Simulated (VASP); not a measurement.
Runs of VASP 6.6.1 on H. The structure is that of space group Cmce (No. 64), or close to it. The cells are those of the table. 

| cell | gap on the mesh (eV) | pressure (GPa) | largest force (eV/Å) |
| --- | --- | --- | --- |
| a = 3.646, b = 3.646, c = 4.114 Å, angles 90.0, 90.0, 88.8°, 4 atoms | (c) | 0.5 | 0.44 |
| a = 3.670, b = 3.670, c = 4.142 Å, angles 90.0, 90.0, 88.8°, 4 atoms | 9.39 | 0.2 | 0.26 |
| a = 3.719, b = 3.719, c = 4.196 Å, angles 90.0, 90.0, 88.8°, 4 atoms | 9.33 | -0.3 | 0.08 |
| a = 3.695, b = 3.695, c = 4.169 Å, angles 90.0, 90.0, 88.8°, 4 atoms | 9.36 | (b) | 0.09 |
| a = 3.742, b = 3.742, c = 4.223 Å, angles 90.0, 90.0, 88.8°, 4 atoms | (d) | -0.5 | 0.24 |
| a = 3.595, b = 3.595, c = 4.057 Å, angles 90.0, 90.0, 88.8°, 4 atoms | 9.47 | 1.2 | 0.83 |
| a = 3.621, b = 3.621, c = 4.086 Å, angles 90.0, 90.0, 88.8°, 4 atoms | (a) | 0.8 | 0.63 |

Alike in all rows: task single point; level PBE; potentials or basis VASP PAW PBE potentials, release 64 (H); no spin polarisation; k mesh 5 × 5 × 4; cutoff (eV) 500; smearing gaussian 0.01 eV.

**Question.** Fill in the values left out.

**Answer.** (a) 9.44; (b) 0.0; (c) 9.41; (d) 9.31.

A k mesh can miss the band edges.
